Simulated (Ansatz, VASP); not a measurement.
## One calculation of Mg, two programs

File INCAR:

```
SYSTEM = Mg
  ALGO = Fast
  EDIFF = 1E-6
  EDIFFG = -0.002
  ENCUT = 600
  GGA = CA
  IBRION = 2
  ISIF = 3
  ISMEAR = 0
  LASPH = .TRUE.
  LCHARG = .FALSE.
  LREAL = .FALSE.
  LWAVE = .FALSE.
  NELM = 80
  NSW = 100
  PREC = Accurate
  SIGMA = 0.1
```

KPOINTS

```
k-points
0
G
  21 21 12
  0 0 0
```

File POSCAR:

```
Mg
1.0
    3.2093000000      0.0000000000      0.0000000000
   -1.6046500000      2.7793353300      0.0000000000
    0.0000000000      0.0000000000      5.2103000000
Mg
2
Direct
    0.3333333300      0.6666666700      0.2500000000
    0.6666666700      0.3333333300      0.7500000000
```

Input for Ansatz:

```yaml
crystal:
  lattice:
    - [3.2093, 0.0, 0.0]
    - [-1.60465, 2.77933533, 0.0]
    - [0.0, 0.0, 5.2103]
  atoms:
    - { symbol: Mg, position: [0.33333333, 0.66666667, 0.25] }
    - { symbol: Mg, position: [0.66666667, 0.33333333, 0.75] }
basis:
  ecutwfc: 420
kpoints:
  mp_grid: { grid: [21, 21, 12] }
hamiltonian:
  xc: lda
  pseudopotentials: { kind: paw, azcp: { folder: soft_1 } }
scf:
  occupations: { method: gaussian, width: 0.1 }
output:
  forces: true
  stress: true
  eigenvalues: true
relax:
  adjacent_minimum: "off"
  f_tol: 0.002
  max_steps: 80
  cell: { stress_tol: 0.02 }
```

Alike in both runs: task relaxation of cell and atoms; functional LDA; k mesh 21 × 21 × 12; occupations gaussian, width 0.1 eV; no spin polarisation.

|  | VASP | Ansatz |
| --- | --- | --- |
| version | VASP 6.6.1 | Ansatz 0.2.0 |
| potentials or method | VASP PAW LDA potentials, release 64 (Mg), cutoff 600 eV | scalar-relativistic, plane waves, PAW |
| valence electrons in the cell | 4 | 20 |

Ansatz gave:

* gap on the k mesh at the Fermi level, each at its own relaxed structure (eV): none
* relaxed volume (Å³/atom): 21.61
* relaxed length of the cell vector where the two differ most in proportion (Å): 5.087

Q: Which values does VASP return?

A: gap on the k mesh at the Fermi level, each at its own relaxed structure (eV): none; relaxed volume (Å³/atom): 21.44; relaxed length of the cell vector where the two differ most in proportion (Å): 5.072.

Ansatz warns that its potentials were made for another functional, while VASP's fit it. LDA's correlation is that of Perdew and Zunger in VASP and of Perdew and Wang (1992) in Ansatz. A gap of «none» marks a metal or a gap that the smearing closes. VASP's potentials hold 4 valence electrons a cell and Ansatz's 20, so a difference there can come from the potentials and not from the codes.
